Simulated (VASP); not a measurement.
# CuO (Cccm) in VASP: settings compared, part 2 of 2

VASP 6.6.1. Earlier steps stand in the parts before.

## (3) Single point, PBEsol

This run uses another cell than the first one, of 8.57 Å³/atom.

Contents of INCAR:

```
PREC = Accurate
ENCUT = 520
EDIFF = 1E-7
ISMEAR = -1
SIGMA = 0.05
LREAL = False
LASPH = True
NELM = 80
ALGO = Normal
ISIF = 2
LWAVE = False
LCHARG = True
GGA = PS
LELF = True
LVHAR = True
NBANDS = 25
```

Contents of KPOINTS:

```
Automatic mesh
0
Gamma
  9 9 5
```

Contents of POSCAR:

```
CuO
1.0
    1.4174523261     -2.3529612321      0.0000000000
    1.4174523261      2.3529612321      0.0000000000
    0.0000000000      0.0000000000      5.1374446975
Cu O
2 2
Direct
    0.5000000000      0.0000000000      0.0000000000
    0.0000000000      0.5000000000      0.5000000000
    0.5000000000      0.5000000000      0.2500000000
    0.5000000000      0.5000000000      0.7500000000
```

Potentials or basis: VASP PAW PBE potentials, release 64 (Cu, O).

Started as:

```sh
cat potpaw_PBE.64/Cu/POTCAR potpaw_PBE.64/O/POTCAR > POTCAR
mpirun -np 1 vasp_std > vasp.out
```

OUTCAR:

```text
PREC = Accurate
   ENCUT = 520
   EDIFF = 1E-7
   ISMEAR = -1
   LREAL = False
   LASPH = True
   NELM = 80
   ISIF = 2
   GGA = PS

 ion  position               nearest neighbor table
   1  0.500  0.000  0.000-   3 1.88   4 1.88   3 1.88   4 1.88
   2  0.000  0.500  0.500-   3 1.88   4 1.88   3 1.88   4 1.88
   3  0.500  0.500  0.250-   1 1.88   2 1.88   1 1.88   2 1.88
   4  0.500  0.500  0.750-   1 1.88   2 1.88   1 1.88   2 1.88

  LATTYP: Found a base centered orthorhombic cell.
 ALAT       =     2.8349046522
 B/A-ratio  =     1.6599932067
 C/A-ratio  =     1.8122107541

  Lattice vectors:

 A1 = (   1.4174523261,  -2.3529612321,   0.0000000000)
 A2 = (   1.4174523261,   2.3529612321,   0.0000000000)
 A3 = (   0.0000000000,   0.0000000000,   5.1374446975)

Analysis of symmetry for initial positions (statically):
=====================================================================
 Subroutine PRICEL returns:
 Original cell was already a primitive cell.

 Routine SETGRP: Setting up the symmetry group for a
 base centered orthorhombic supercell.

 Subroutine GETGRP returns: Found  8 space group operations
 (whereof  4 operations were pure point group operations)
 out of a pool of  8 trial point group operations.

The static configuration has the point symmetry C_2h.
 The point group associated with its full space group is D_2h.

Analysis of symmetry for dynamics (positions and initial velocities):
=====================================================================
 Subroutine PRICEL returns:
 Original cell was already a primitive cell.

 Routine SETGRP: Setting up the symmetry group for a
 base centered orthorhombic supercell.

 Subroutine GETGRP returns: Found  8 space group operations
 (whereof  4 operations were pure point group operations)
 out of a pool of  8 trial point group operations.

The dynamic configuration has the point symmetry C_2h.
 The point group associated with its full space group is D_2h.

 Subroutine INISYM returns: Found  8 space group operations
 (whereof  4 operations are pure point group operations),
 and found     1 'primitive' translations

----------------------------------------------------------------------------------------

                                     Primitive cell

  volume of cell :      34.2689

  direct lattice vectors                    reciprocal lattice vectors
     1.417452326 -2.352961232  0.000000000     0.352745550 -0.212498189  0.000000000
     1.417452326  2.352961232  0.000000000     0.352745550  0.212498189  0.000000000
     0.000000000  0.000000000  5.137444698     0.000000000  0.000000000  0.194649297

  length of vectors
     2.746925128  2.746925128  5.137444698     0.411806876  0.411806876  0.194649297

  position of ions in fractional coordinates (direct lattice)
     0.500000000  0.000000000  0.000000000
     0.000000000  0.500000000  0.500000000
     0.500000000  0.500000000  0.250000000
     0.500000000  0.500000000  0.750000000

  ion indices of the primitive-cell ions
   primitive index   ion index
                 1           1
                 2           2
                 3           3
                 4           4

----------------------------------------------------------------------------------------

 KPOINTS: Automatic mesh

Automatic generation of k-mesh.
 Grid dimensions read from file:
 generate k-points for:    9    9    5

 Generating k-lattice:

  Cartesian coordinates                     Fractional coordinates (reciprocal lattice)
     0.039193950 -0.023610910  0.000000000     0.111111111 -0.000000000  0.000000000
     0.039193950  0.023610910  0.000000000    -0.000000000  0.111111111  0.000000000
     0.000000000  0.000000000  0.038929859     0.000000000  0.000000000  0.200000000

  Length of vectors
     0.045756320  0.045756320  0.038929859

  Shift w.r.t. Gamma in fractional coordinates (k-lattice)
     0.000000000  0.000000000  0.000000000

 Subroutine IBZKPT returns following result:
 ===========================================

 Found     75 irreducible k-points:

 Following reciprocal coordinates:
            Coordinates               Weight
  0.000000  0.000000  0.000000      1.000000
  0.111111  0.000000  0.000000      4.000000
  0.222222  0.000000  0.000000      4.000000
  0.333333 -0.000000  0.000000      4.000000
  0.444444  0.000000  0.000000      4.000000
  0.111111  0.111111  0.000000      2.000000
[... 16 lines left out ...]
 -0.333333  0.333333  0.000000      2.000000
  0.444444  0.444444  0.000000      2.000000
 [... further k-points ...]
   k-points           NKPTS =     75   k-points in BZ     NKDIM =     75   number of bands    NBANDS=     25
   number of dos      NEDOS =    301   number of ions     NIONS =      4
   total plane-waves  NPLWV =  16000
   dimension x,y,z NGX =    20 NGY =   20 NGZ =   40
   dimension x,y,z NGXF=    40 NGYF=   40 NGZF=   80
   ions per type =               2   2
   NGX,Y,Z   is equivalent  to a cutoff of  12.10, 12.10, 12.94 a.u.
   NGXF,Y,Z  is equivalent  to a cutoff of  24.21, 24.21, 25.89 a.u.
 SYSTEM =  unknown system
   PREC   = accura    normal or accurate (medium, high low for compatibility)
   ISTART =      0    job   : 0-new  1-cont  2-samecut
   ICHARG =      2    charge: 1-file 2-atom 10-const
   ISPIN  =      1    spin polarized calculation?
   LNONCOLLINEAR =      F non collinear calculations
   LSORBIT =      F    spin-orbit coupling
   LASPH  =      T    aspherical Exc in radial PAW
   ENCUT  =  520.0 eV  38.22 Ry    6.18 a.u.   5.11  5.11  9.55*2*pi/ulx,y,z
   NELM   =     80;   NELMIN=  2; NELMDL= -5     # of ELM steps
   EDIFF  = 0.1E-06   stopping-criterion for ELM
   LREAL  =      F    real-space projection
   EDIFFG = 0.1E-05   stopping-criterion for IOM
   NSW    =      0    number of steps for IOM
   IBRION =     -1    ionic relax: 0-MD 1-quasi-New 2-CG
   NFREE  =      0    steps in history (QN), initial steepest desc. (CG)
   ISIF   =      2    stress and relaxation
   ISYM   =      2    0-nonsym 1-usesym 2-fastsym
   POTIM  = 0.5000    time-step for ionic-motion
   TEBEG  =    0.0;   TEEND  =   0.0 temperature during run
   PSTRESS=    0.0 pullay stress
   NELECT =      34.0000    total number of electrons
   NUPDOWN=      -1.0000    fix difference up-down
   EMIN   =  10.00;   EMAX   =-10.00  energy-range for DOS
   EFERMI =   0.00;   METHOD = LEGACY
   ISMEAR =    -1;   SIGMA  =   0.05  broadening in eV -4-tet -1-fermi 0-gaus
   EFERMI_NEDOS =   21; number of points for ismear=-14 and -15
   IALGO  =     38    algorithm
   IMIX   =      4    mixing-type and parameters
     AMIX     =   0.40;   BMIX     =  1.00
     AMIX_MAG =   1.60;   BMIX_MAG =  1.00
  volume/ion in A,a.u.               =       8.57        57.81
  Fermi-wavevector in a.u.,A,eV,Ry     =   1.632805  3.085554 36.273845  2.666052
  Thomas-Fermi vector in A             =   2.724715
   LORBIT       =      0    0 simple, 1 ext, 2 COOP (PROOUT), +10 PAW based schemes
   GGA     = PS    functional components
   LHFCALC =     F    Hartree Fock is set to
   AEXX    =    0.0000 exact exchange contribution
   IVDW    =     0    specifies the selected vdW correction
   LEPSILON=     F    determine dielectric tensor
   LRPA    =     F    only Hartree local field effects (RPA)
 non-spin polarized calculation
  energy-cutoff  :      520.00
  volume of cell :       34.27
 maximum number of plane-waves:       951
   NGX = 11   NGY = 11   NGZ = 19

 number of electron      33.9999992 magnetization

 Free energy of the ion-electron system (eV)
  ---------------------------------------------------
  ext. energy  EPLUGINS =         0.00000000
  ---------------------------------------------------
  free energy    TOTEN  =       -20.75055565 eV

  energy without entropy =      -20.73140832  energy(sigma->0) =      -20.74098199

 E-fermi :   7.7930     XC(G=0): -13.2267

 val. band max:        7.7607880694   @ k =  -0.4444   0.3333   0.4000
 cond. band min:       7.8077729742   @ k =  -0.2222   0.2222   0.2000
 fundamental gap:      0.0469849048
 Fermi energy:         7.7929786088

 k-point     1 :       0.0000    0.0000    0.0000
  band No.  band energies     occupation
      1     -13.3552      2.00000
      2     -11.8096      2.00000
      3      -2.0487      2.00000
      4       1.4285      2.00000
      5       2.8053      2.00000
      6       3.7875      2.00000
[... 17 lines left out ...]
     24      26.9903      0.00000
     25      27.2165      0.00000
[... 621 lines left out ...]
      3      -1.2274      2.00000
      4       0.7071      2.00000
      5       0.8602      2.00000
      6       1.3983      2.00000
[... 17 lines left out ...]
     24      21.6724      0.00000
     25      22.3053      0.00000

 [... further k-points ...]
[... 5 lines left out ...]
  --------------------------------------------------------------------------------------
  -------------------------------------------------------------------------------------
  Total        6.4950611      6.7257867      6.7373986      0.0000000      0.0000000      0.0000000
  in kB      303.6640879    314.4512195    314.9941142      0.0000000      0.0000000      0.0000000
  external PRESSURE =     311.0364739 kB  Pullay stress =       0.0000000 kB

 VOLUME and BASIS-vectors are now :
 -----------------------------------------------------------------------------
  energy-cutoff  :      520.00
  volume of cell :       34.27
      direct lattice vectors                 reciprocal lattice vectors
     1.417452326 -2.352961232  0.000000000     0.352745550 -0.212498189  0.000000000
     1.417452326  2.352961232  0.000000000     0.352745550  0.212498189  0.000000000
     0.000000000  0.000000000  5.137444698     0.000000000  0.000000000  0.194649297

 POSITION                                       TOTAL-FORCE (eV/Angst)
 -----------------------------------------------------------------------------------
      0.70873     -1.17648      0.00000         0.000000     -0.000000     -0.000000
      0.70873      1.17648      2.56872         0.000000     -0.000000     -0.000000
      1.41745      0.00000      1.28436         0.000000     -0.000000      0.000000
      1.41745      0.00000      3.85308         0.000000      0.000000     -0.000000
 -----------------------------------------------------------------------------------
    total drift:                                0.000000      0.000000     -0.000000

  FREE ENERGIE OF THE ION-ELECTRON SYSTEM (eV)
  ---------------------------------------------------
  free  energy   TOTEN  =       -20.7505556489 eV

  energy  without entropy=      -20.7314083247  energy(sigma->0) =      -20.74098199
```

OSZICAR:

```text
N       E                     dE             d eps       ncg     rms          rms(c)
DAV:   1     0.283732156957E+03    0.28373E+03   -0.16565E+04  4134   0.226E+03
DAV:   2     0.568635777424E+01   -0.27805E+03   -0.25640E+03  3779   0.404E+02
DAV:   3    -0.258792784369E+02   -0.31566E+02   -0.29972E+02  4584   0.152E+02
DAV:   4    -0.267751778250E+02   -0.89590E+00   -0.89156E+00  4686   0.275E+01
DAV:   5    -0.267896028001E+02   -0.14425E-01   -0.14421E-01  4895   0.316E+00    0.173E+01
DAV:   6    -0.234569209933E+02    0.33327E+01   -0.31490E+01  5294   0.156E+02    0.115E+01
DAV:   7    -0.207510292755E+02    0.27059E+01   -0.87706E+00  4538   0.110E+02    0.259E+00
DAV:   8    -0.208025017179E+02   -0.51472E-01   -0.10877E+00  4384   0.743E+00    0.173E+00
DAV:   9    -0.207551459777E+02    0.47356E-01   -0.44468E-02  6440   0.743E+00    0.510E-01
DAV:  10    -0.207514829273E+02    0.36631E-02   -0.12708E-02  5813   0.216E+00    0.315E-01
DAV:  11    -0.207505174354E+02    0.96549E-03   -0.56859E-03  5614   0.753E-01    0.417E-02
DAV:  12    -0.207505496058E+02   -0.32170E-04   -0.25152E-04  4658   0.168E-01    0.400E-02
DAV:  13    -0.207505589140E+02   -0.93082E-05   -0.17746E-05  5649   0.653E-02    0.145E-02
DAV:  14    -0.207505558755E+02    0.30384E-05   -0.54919E-06  6018   0.362E-02    0.517E-03
DAV:  15    -0.207505556320E+02    0.24349E-06   -0.12982E-06  5802   0.124E-02    0.869E-04
DAV:  16    -0.207505556489E+02   -0.16877E-07   -0.20428E-08  2258   0.281E-03
   1 F= -.20750556E+02 E0= -.20740982E+02  d E =-.191473E-01
```

stdout:

```text
POSCAR found type information on POSCAR CuO
 POSCAR found :  2 types and       4 ions
 scaLAPACK will be used
 -----------------------------------------------------------------------------
|                                                                             |
|                                                                             |
|     You enforced a specific xc type in the INCAR file but a different       |
|     I HOPE YOU KNOW WHAT YOU ARE DOING!                                     |
|                                                                             |
 -----------------------------------------------------------------------------

 LDA part: xc-table for (Slater+PW92), standard interpolation
 POSCAR, INCAR and KPOINTS ok, starting setup
 FFT: planning ... GRIDC
 FFT: planning ... GRID_SOFT
 FFT: planning ... GRID
 WAVECAR not read
 entering main loop
```

Wall time 2.1 min (1 thread of Intel Xeon 8259CL, shared host); peak memory 0.18 GiB.

Results:

| Quantity | Value |
| --- | --- |
| Free energy | -20.7506 eV |
| Pressure | 31.1 GPa |
| Band gap on the k mesh | zero (bands 17 and 18 overlap by 0.49 eV) |

Levels at points of the mesh, in eV from the Fermi level:
```csv
k point,band 14,band 15,band 16,band 17,band 18,band 19,band 20,band 21
"(0.00, 0.00, 0.00)",-2.82,-2.50,-2.15,0.10,1.25,2.37,7.54,8.47
```

Caveat: the cell stands under pressure; the PAW data sets were made with another functional, which shifts forces and pressure a little; semilocal functionals often make such compounds metallic where correlation or magnetic order opens a gap, which also shifts bond lengths.
